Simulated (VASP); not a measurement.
Write the native input for VASP 6.6.1 that does the following.

| Quantity | Value |
| --- | --- |
| Task | single point |
| Functional | r2SCAN |
| Potentials or basis | VASP PAW PBE potentials, release 64 (In_d) |
| Cutoff | 520 eV |
| k mesh | 9 × 9 × 9 |
| Occupations | fermi-dirac, width 0.1 eV |
| Spin | no spin polarisation |
| Dipole correction | no |
| Further INCAR settings | ALGO = Normal; EDIFF = 1e-07; NBANDS = 20 |

In:

```xyz
2
Lattice="0.0000 3.3920 3.3920 3.3920 0.0000 3.3920 3.3920 3.3920 0.0000" Properties=species:S:1:pos:R:3 pbc="T T T"
In    0.8480    0.8480    0.8480
In    5.9360    5.9360    5.9360
```

This isn't the form of In at room conditions, which is tetragonal.

These files were run (other wordings do the same):

POSCAR

```
In
1.0
    0.0000000000      3.3920054184      3.3920054184
    3.3920054184      0.0000000000      3.3920054184
    3.3920054184      3.3920054184      0.0000000000
In
2
Direct
    0.1250000000      0.1250000000      0.1250000000
    0.8750000000      0.8750000000      0.8750000000
```

INCAR.step1

```
  PREC = Accurate
  ENCUT = 520
  ISMEAR = -1
  SIGMA = 0.1
  LREAL = False
  LASPH = True
  NELM = 60
  NBANDS = 20
  GGA = PE
  ALGO = Normal
  EDIFF = 1E-4
  LWAVE = True
  LCHARG = False
```

INCAR.step2

```
  PREC = Accurate
  ENCUT = 520
  EDIFF = 1E-7
  ISMEAR = -1
  SIGMA = 0.1
  LREAL = False
  LASPH = True
  NELM = 60
  ALGO = Normal
  ISIF = 2
  LWAVE = False
  LCHARG = True
  METAGGA = R2SCAN
  LMIXTAU = True
  LELF = True
  LVHAR = True
  NBANDS = 20
  ISTART = 1
```

KPOINTS

```
Automatic mesh
0
Gamma
  9 9 9
```

Potentials or basis: VASP PAW PBE potentials, release 64 (In_d).

Launch:

```sh
$ cat potpaw_PBE.64/In_d/POTCAR > POTCAR
$ cp INCAR.step1 INCAR
$ mpirun -np 1 vasp_std > vasp.out
$ cp INCAR.step2 INCAR
$ mpirun -np 1 vasp_std > vasp.out
```

Results of the run:

```
Pressure               : -1.8 GPa
Band gap on the k mesh : zero (bands 13 and 14 overlap by 3.02 eV)
```

Caveat: the PAW data sets were made with another functional, which shifts forces and pressure a little; spin-orbit coupling is left out, which moves the levels of the heavy elements.

Wall time 2.6 min on 1 thread of Intel(R) Xeon(R) Platinum 8488C (Sapphire Rapids), on a shared host, peak memory 0.23 GiB.
